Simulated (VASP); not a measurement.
# Be in VASP: a series of runs

The runs below take Be through electric field gradients, with PBEsol.

Program: VASP 6.6.1. These are calculated values, not measurements. Logs are shortened: lines on timing, memory, paths and dates and some standing lists are left out, and cuts for length are marked.

## 1. The cell of the first run

Symmetry: I4/mmm, No. 139, tetragonal system. The conventional cell has a = 2.556 Å, b = 2.556 Å, c = 2.506 Å, α = 90.00°, β = 90.00°, γ = 90.00°. Be (site symmetry 4/mmm) has 14 Be at 2.20 to 2.56 Å within 2.9 Å.

## 2. Electric field gradients, PBEsol (equal xx and yy strain of +2 %)

The input, INCAR:

```
ALGO = Normal
EDIFF = 1E-8
ENCUT = 520
GGA = PS
ISIF = 2
ISMEAR = -1
LASPH = T
LCHARG = F
LEFG = T
LREAL = F
LWAVE = F
NBANDS = 7
NELM = 80
PREC = Accurate
SIGMA = 0.03
```

The input, KPOINTS:

```
k-points
0
Gamma
  23 23 23
```

The input, POSCAR:

```
Be
1.0
   -1.2781833703      1.2781833703      1.2531209513
    1.2781833703     -1.2781833703      1.2531209513
    1.2781833703      1.2781833703     -1.2531209513
Be
1
Direct
    0.0000000000      0.0000000000      0.0000000000
```

Potentials or basis: VASP PAW PBE potentials, release 64 (Be).

On the command line:

```console
$ cat potpaw_PBE.64/Be/POTCAR > POTCAR
$ mpirun -np 1 vasp_std > vasp.out
```

OUTCAR:

```text
EDIFF = 1E-8
   ENCUT = 520
   GGA = PS
   ISIF = 2
   ISMEAR = -1
   LASPH = T
   LREAL = F
   NELM = 80
   PREC = Accurate

 ion  position               nearest neighbor table
   1  0.000  0.000  0.000-

  LATTYP: Found a body centered tetragonal cell.
 ALAT       =     2.5563667406
 C/A-ratio  =     0.9803921569

  Lattice vectors:

 A1 = (  -1.2781833703,   1.2781833703,   1.2531209513)
 A2 = (   1.2781833703,  -1.2781833703,   1.2531209513)
 A3 = (   1.2781833703,   1.2781833703,  -1.2531209513)

Analysis of symmetry for initial positions (statically):
=====================================================================
 Subroutine PRICEL returns:
 Original cell was already a primitive cell.

 Routine SETGRP: Setting up the symmetry group for a
 body centered tetragonal supercell.

 Subroutine GETGRP returns: Found 16 space group operations
 (whereof 16 operations were pure point group operations)
 out of a pool of 16 trial point group operations.

The static configuration has the point symmetry D_4h.

Analysis of symmetry for dynamics (positions and initial velocities):
=====================================================================
 Subroutine PRICEL returns:
 Original cell was already a primitive cell.

 Routine SETGRP: Setting up the symmetry group for a
 body centered tetragonal supercell.

 Subroutine GETGRP returns: Found 16 space group operations
 (whereof 16 operations were pure point group operations)
 out of a pool of 16 trial point group operations.

The dynamic configuration has the point symmetry D_4h.

 Subroutine INISYM returns: Found 16 space group operations
 (whereof 16 operations are pure point group operations),
 and found     1 'primitive' translations

----------------------------------------------------------------------------------------

                                     Primitive cell

  volume of cell :       8.1892

  direct lattice vectors                    reciprocal lattice vectors
    -1.278183370  1.278183370  1.253120951     0.000000000  0.391180179  0.399003783
     1.278183370 -1.278183370  1.253120951     0.391180179  0.000000000  0.399003783
     1.278183370  1.278183370 -1.253120951     0.391180179  0.391180179  0.000000000

  length of vectors
     2.199503938  2.199503938  2.199503938     0.558771824  0.558771824  0.553212315

  position of ions in fractional coordinates (direct lattice)
     0.000000000  0.000000000  0.000000000

  ion indices of the primitive-cell ions
   primitive index   ion index
                 1           1

----------------------------------------------------------------------------------------

 KPOINTS: k-points

Automatic generation of k-mesh.
 Grid dimensions read from file:
 generate k-points for:   23   23   23

 Generating k-lattice:

  Cartesian coordinates                     Fractional coordinates (reciprocal lattice)
     0.000000000  0.017007834  0.017347991     0.043478261  0.000000000  0.000000000
     0.017007834  0.000000000  0.017347991     0.000000000  0.043478261  0.000000000
     0.017007834  0.017007834  0.000000000     0.000000000  0.000000000  0.043478261

  Length of vectors
     0.024294427  0.024294427  0.024052709

  Shift w.r.t. Gamma in fractional coordinates (k-lattice)
     0.000000000  0.000000000  0.000000000

 Subroutine IBZKPT returns following result:
 ===========================================

 Found    936 irreducible k-points:

 Following reciprocal coordinates:
            Coordinates               Weight
  0.000000  0.000000  0.000000      1.000000
  0.043478  0.000000 -0.000000      8.000000
  0.086957 -0.000000  0.000000      8.000000
  0.130435  0.000000 -0.000000      8.000000
  0.173913  0.000000 -0.000000      8.000000
  0.217391  0.000000 -0.000000      8.000000
[... 16 lines left out ...]
  0.478261  0.043478 -0.000000     16.000000
 -0.478261  0.043478  0.000000     16.000000
 [... further k-points ...]
   k-points           NKPTS =    936   k-points in BZ     NKDIM =    936   number of bands    NBANDS=      7
   number of dos      NEDOS =    301   number of ions     NIONS =      1
   total plane-waves  NPLWV =   4096
   dimension x,y,z NGX =    16 NGY =   16 NGZ =   16
   dimension x,y,z NGXF=    32 NGYF=   32 NGZF=   32
   ions per type =               1
   NGX,Y,Z   is equivalent  to a cutoff of  12.09, 12.09, 12.09 a.u.
   NGXF,Y,Z  is equivalent  to a cutoff of  24.19, 24.19, 24.19 a.u.
 SYSTEM =  unknown system
   PREC   = accura    normal or accurate (medium, high low for compatibility)
   ISTART =      0    job   : 0-new  1-cont  2-samecut
   ICHARG =      2    charge: 1-file 2-atom 10-const
   ISPIN  =      1    spin polarized calculation?
   LNONCOLLINEAR =      F non collinear calculations
   LSORBIT =      F    spin-orbit coupling
   LASPH  =      T    aspherical Exc in radial PAW
   ENCUT  =  520.0 eV  38.22 Ry    6.18 a.u.   4.09  4.09  4.09*2*pi/ulx,y,z
   NELM   =     80;   NELMIN=  2; NELMDL= -5     # of ELM steps
   EDIFF  = 0.1E-07   stopping-criterion for ELM
   LREAL  =      F    real-space projection
   EDIFFG = 0.1E-06   stopping-criterion for IOM
   NSW    =      0    number of steps for IOM
   IBRION =     -1    ionic relax: 0-MD 1-quasi-New 2-CG
   NFREE  =      0    steps in history (QN), initial steepest desc. (CG)
   ISIF   =      2    stress and relaxation
   ISYM   =      2    0-nonsym 1-usesym 2-fastsym
   POTIM  = 0.5000    time-step for ionic-motion
   TEBEG  =    0.0;   TEEND  =   0.0 temperature during run
   PSTRESS=    0.0 pullay stress
   NELECT =       2.0000    total number of electrons
   NUPDOWN=      -1.0000    fix difference up-down
   EMIN   =  10.00;   EMAX   =-10.00  energy-range for DOS
   EFERMI =   0.00;   METHOD = LEGACY
   ISMEAR =    -1;   SIGMA  =   0.03  broadening in eV -4-tet -1-fermi 0-gaus
   EFERMI_NEDOS =   21; number of points for ismear=-14 and -15
   IALGO  =     38    algorithm
   IMIX   =      4    mixing-type and parameters
     AMIX     =   0.40;   BMIX     =  1.00
     AMIX_MAG =   1.60;   BMIX_MAG =  1.00
  volume/ion in A,a.u.               =       8.19        55.26
  Fermi-wavevector in a.u.,A,eV,Ry     =   1.023305  1.933766 14.247381  1.047153
  Thomas-Fermi vector in A             =   2.157031
   LORBIT       =      0    0 simple, 1 ext, 2 COOP (PROOUT), +10 PAW based schemes
   GGA     = PS    functional components
   LHFCALC =     F    Hartree Fock is set to
   AEXX    =    0.0000 exact exchange contribution
   IVDW    =     0    specifies the selected vdW correction
   LEPSILON=     F    determine dielectric tensor
   LRPA    =     F    only Hartree local field effects (RPA)
 non-spin polarized calculation
  energy-cutoff  :      520.00
  volume of cell :        8.19
 maximum number of plane-waves:       236
   NGX =  9   NGY =  9   NGZ =  9

 number of electron       2.0000000 magnetization

 Free energy of the ion-electron system (eV)
  ---------------------------------------------------
  ext. energy  EPLUGINS =         0.00000000
  ---------------------------------------------------
  free energy    TOTEN  =        -3.89121979 eV

  energy without entropy =       -3.89070767  energy(sigma->0) =       -3.89096373

 E-fermi :   7.5596     XC(G=0): -10.4989

 val. band max:        7.5368632799   @ k =   0.3478   0.3043   0.0870
 cond. band min:       7.5817640368   @ k =  -0.3913  -0.4348   0.2609
 fundamental gap:      0.0449007569
 Fermi energy:         7.5596076990

 k-point     1 :       0.0000    0.0000    0.0000
  band No.  band energies     occupation
      1      -4.4197      2.00000
      2      26.2400      0.00000
      3      26.2400      0.00000
      4      26.4156      0.00000
      5      36.9399      0.00000
      6      37.8046      0.00000
      7      37.8046      0.00000

 k-point     2 :       0.0435    0.0000   -0.0000
  band No.  band energies     occupation
      1      -4.3541      2.00000
      2      25.9710      0.00000
      3      26.0065      0.00000
      4      26.2704      0.00000
      5      36.4236      0.00000
      6      36.7582      0.00000
      7      37.8745      0.00000

 k-point     3 :       0.0870   -0.0000    0.0000
  band No.  band energies     occupation
      1      -4.1570      2.00000
      2      25.1111      0.00000
      3      25.2733      0.00000
      4      26.0008      0.00000
      5      34.8251      0.00000
      6      34.9953      0.00000
      7      38.3233      0.00000

 k-point     4 :       0.1304    0.0000   -0.0000
  band No.  band energies     occupation
      1      -3.8286      2.00000
      2      23.5644      0.00000
      3      24.3541      0.00000
      4      25.6107      0.00000
      5      33.4107      0.00000
      6      33.5150      0.00000
      7      37.8808      0.00000

 k-point     5 :       0.1739    0.0000   -0.0000
  band No.  band energies     occupation
      1      -3.3688      2.00000
      2      21.5393      0.00000
      3      23.3746      0.00000
      4      25.1211      0.00000
      5      32.1513      0.00000
      6      32.5972      0.00000
      7      37.7848      0.00000

 k-point     6 :       0.2174    0.0000   -0.0000
  band No.  band energies     occupation
      1      -2.7787      2.00000
      2      19.2782      0.00000
      3      22.4299      0.00000
      4      24.5780      0.00000
      5      30.9407      0.00000
      6      32.2144      0.00000
      7      38.0130      0.00000

 k-point     7 :       0.2609    0.0000   -0.0000
  band No.  band energies     occupation
      1      -2.0607      2.00000
      2      16.9667      0.00000
      3      21.5729      0.00000
      4      24.0298      0.00000
      5      29.8954      0.00000
      6      32.1074      0.00000
      7      38.5238      0.00000
[... 121 lines left out ...]
 k-point    20 :       0.3478    0.0435   -0.0000
  band No.  band energies     occupation
      1       0.2895      2.00000
      2      11.6198      0.00000
      3      19.7936      0.00000
      4      22.3798      0.00000
      5      28.7078      0.00000
      6      32.4759      0.00000
      7      40.5352      0.00000

 k-point    21 :       0.3913    0.0435   -0.0000
  band No.  band energies     occupation
      1       1.3139      2.00000
      2       9.8465      0.00000
      3      19.4042      0.00000
      4      22.0677      0.00000
      5      28.3084      0.00000
      6      32.7046      0.00000
      7      41.5518      0.00000

 k-point    22 :       0.4348    0.0435   -0.0000
  band No.  band energies     occupation
      1       2.2141      2.00000
      2       8.4935      0.00000
      3      19.1649      0.00000
      4      21.8780      0.00000
      5      28.0708      0.00000
      6      32.8840      0.00000
      7      42.4729      0.00000

 k-point    23 :       0.4783    0.0435   -0.0000
  band No.  band energies     occupation
      1       2.6128      2.00000
      2       7.9451      0.00001
      3      19.0784      0.00000
      4      21.8170      0.00000
      5      27.9968      0.00000
      6      32.9628      0.00000
      7      43.0124      0.00000

 k-point    24 :      -0.4783    0.0435    0.0000
  band No.  band energies     occupation
      1       2.2000      2.00000
      2       8.5131      0.00000
      3      19.1458      0.00000
      4      21.8868      0.00000
      5      28.0870      0.00000
      6      32.9183      0.00000
      7      42.7739      0.00000

 [... further k-points ...]

------------------------ aborting loop because EDIFF is reached ----------------------------------------

  FORCE on cell =-STRESS in cart. coord.  units (eV):
  Direction    XX          YY          ZZ          XY          YZ          ZX
  --------------------------------------------------------------------------------------
  -------------------------------------------------------------------------------------
  Total       -0.3072628     -0.3072628     -0.3063746      0.0000000      0.0000000      0.0000000
  in kB      -60.1147850    -60.1147850    -59.9410098      0.0000000      0.0000000      0.0000000
  external PRESSURE =     -60.0568599 kB  Pullay stress =       0.0000000 kB

 VOLUME and BASIS-vectors are now :
 -----------------------------------------------------------------------------
  energy-cutoff  :      520.00
  volume of cell :        8.19
      direct lattice vectors                 reciprocal lattice vectors
    -1.278183370  1.278183370  1.253120951     0.000000000  0.391180179  0.399003783
     1.278183370 -1.278183370  1.253120951     0.391180179  0.000000000  0.399003783
     1.278183370  1.278183370 -1.253120951     0.391180179  0.391180179  0.000000000

 POSITION                                       TOTAL-FORCE (eV/Angst)
 -----------------------------------------------------------------------------------
      0.00000      0.00000      0.00000        -0.000000     -0.000000      0.000000
 -----------------------------------------------------------------------------------
    total drift:                               -0.000000     -0.000000     -0.000000

  FREE ENERGIE OF THE ION-ELECTRON SYSTEM (eV)
  ---------------------------------------------------
  free  energy   TOTEN  =        -3.8912197901 eV

  energy  without entropy=       -3.8907076725  energy(sigma->0) =       -3.89096373

 Electric field gradients (V/A^2)
---------------------------------------------------------------------
 ion       V_xx      V_yy      V_zz      V_xy      V_xz      V_yz
---------------------------------------------------------------------
   1       0.087     0.087    -0.173     0.000     0.000     0.000
---------------------------------------------------------------------

 Electric field gradients after diagonalization (V/A^2)
 (convention: |V_zz| > |V_xx| > |V_yy|)
----------------------------------------------------------------------
 ion       V_xx      V_yy      V_zz     asymmetry (V_yy - V_xx)/ V_zz
----------------------------------------------------------------------
   1       0.087     0.087    -0.173       0.000
----------------------------------------------------------------------

           NMR quadrupolar parameters

 Cq : quadrupolar parameter    Cq=e*Q*V_zz/h
 eta: asymmetry parameters     (V_yy - V_xx)/ V_zz
 Q  : nuclear electric quadrupole moment in mb (millibarn)
----------------------------------------------------------------------
 ion       Cq(MHz)       eta       Q (mb)
----------------------------------------------------------------------
   1      -0.000       0.000       1.000
----------------------------------------------------------------------
```

Run time: 18 s. Hardware: 1 thread of Intel Xeon Platinum 8488C (Sapphire Rapids), shared host; peak memory 0.15 GiB.

Results:

* Free energy: -3.8912 eV
* Pressure: -6.0 GPa
* Band gap on the k mesh: zero (bands 1 and 2 overlap by 4.83 eV)
* Largest electric field gradient by atom: Be -0.17 V/Å²

Caveat: the cell differs from its parent crystal (equal xx and yy strain of +2 %); the cell stands under tension; without QUAD_EFG the Cq values of the log hold for a quadrupole moment of 1 mb, not for the nuclei; the PAW data sets were made with another functional, which shifts forces and pressure a little.

[end of part 1 of 4]
